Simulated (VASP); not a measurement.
## Pb: single point with PBE

The system is Pb.

```
CELL_PARAMETERS angstrom
-1.95914 1.95914 1.95914
1.95914 -1.95914 1.95914
1.95914 1.95914 -1.95914
ATOMIC_POSITIONS crystal
Pb 0.00000 0.00000 0.00000
```

This isn't the form of Pb at room conditions, which is fcc.

| Quantity | Value |
| --- | --- |
| Program | VASP 6.6.1 |
| Task | single point |
| Functional | PBE |
| Potentials or basis | VASP PAW PBE potentials, release 64 (Pb_d) |
| Cutoff | 520 eV |
| k mesh | 38 × 38 × 38 |
| Occupations | fermi-dirac, width 0.0612256 eV |
| Spin | no spin polarisation |

```json
{"Pressure": "2.6 GPa", "Band gap on the k mesh": "zero (bands 7 and 8 overlap by 9.81 eV)"}
```

Levels at points of the mesh, in eV from the Fermi level:
| k point | band 3 | band 4 | band 5 | band 6 | band 7 | band 8 | band 9 | band 10 | band 11 | band 12 |
| --- | --- | --- | --- | --- | --- | --- | --- | --- | --- | --- |
| (0.00, 0.00, 0.00) | -17.13 | -16.88 | -16.88 | -11.80 | 7.73 | 7.73 | 7.73 | 11.13 | 11.13 | 11.13 |
| (0.50, 0.00, 0.00) | -16.90 | -16.89 | -16.73 | -7.88 | -4.08 | 3.50 | 5.20 | 7.63 | 9.01 | 14.06 |
| (0.50, 0.50, 0.50) | -16.77 | -16.77 | -16.77 | -5.11 | -0.37 | -0.37 | -0.37 | 4.60 | 4.60 | 16.53 |

Wall time 11 min on 1 thread of Oxide Virtual Turin-like Processor, with other jobs on the host, peak memory 0.57 GiB.

Caveat: spin-orbit coupling is left out, which moves the levels of the heavy elements.
